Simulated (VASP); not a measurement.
Here is a VASP 6.6.1 calculation.

File INCAR:

```
SYSTEM = Cu12O
PREC = Accurate
ENCUT = 520
EDIFF = 1E-7
ISMEAR = 0
SIGMA = 0.1
LREAL = .False.
LASPH = .True.
NELM = 100
ALGO = Normal
ISIF = 2
LWAVE = .False.
LCHARG = .True.
LDIPOL = .True.
IDIPOL = 3
DIPOL = 0.5 0.5 0.322
GGA = PE
LELF = .True.
LVHAR = .True.
LVACPOTAV = .True.
NBANDS = 81
```

The input KPOINTS:

```
regular mesh
0
Gamma
  6 6 1
  0 0 0
```

POSCAR

```
Cu12O
1.0
    5.1319544695      0.0000000000      0.0000000000
   -2.5659772347      4.4444029416      0.0000000000
    0.0000000000      0.0000000000     19.6215699228
Cu O
12 1
Direct
    0.3333333333      0.1666666667      0.2038572864
    0.3333333333      0.6666666667      0.2038572864
    0.8333333333      0.1666666667      0.2038572864
    0.8333333333      0.6666666667      0.2038572864
    0.1666666667      0.3333333333      0.3088787979
    0.1666666667      0.8333333333      0.3088787979
    0.6666666667      0.3333333333      0.3088787979
    0.6666666667      0.8333333333      0.3088787979
    0.0000000000      0.0000000000      0.4139103015
    0.0000000000      0.5000000000      0.4139103015
    0.5000000000      0.0000000000      0.4139103015
    0.5000000000      0.5000000000      0.4139103015
    0.1666666667      0.3333333333      0.4738610281
```

Potentials or basis: VASP PAW PBE potentials, release 64 (Cu, O).

The run is started by

```console
$ cat potpaw_PBE.64/Cu/POTCAR potpaw_PBE.64/O/POTCAR > POTCAR
$ mpirun -np 1 vasp_std > vasp.out
```

Problem. What does it give for the largest force?

Solution. 0.604 eV/Å.

Problem. Predict the band gap on the k mesh.

Solution. Zero (bands 69 and 70 overlap by 0.07 eV).

Forces on the atoms (eV/Å):
```
Cu   0.017 -0.010 -0.047
Cu   0.000  0.019 -0.047
Cu  -0.017 -0.010 -0.047
Cu   0.000  0.000 -0.172
Cu   0.000  0.000 -0.400
Cu  -0.058 -0.033  0.047
Cu   0.000  0.067  0.047
Cu   0.058 -0.033  0.047
Cu   0.000 -0.562  0.220
Cu  -0.487  0.281  0.220
Cu   0.000  0.000 -0.218
Cu   0.487  0.281  0.220
O    0.000  0.000  0.130
```

With open d or f shells a metallic result of PBE can be an artefact of self-interaction; +U or a hybrid may open a gap.
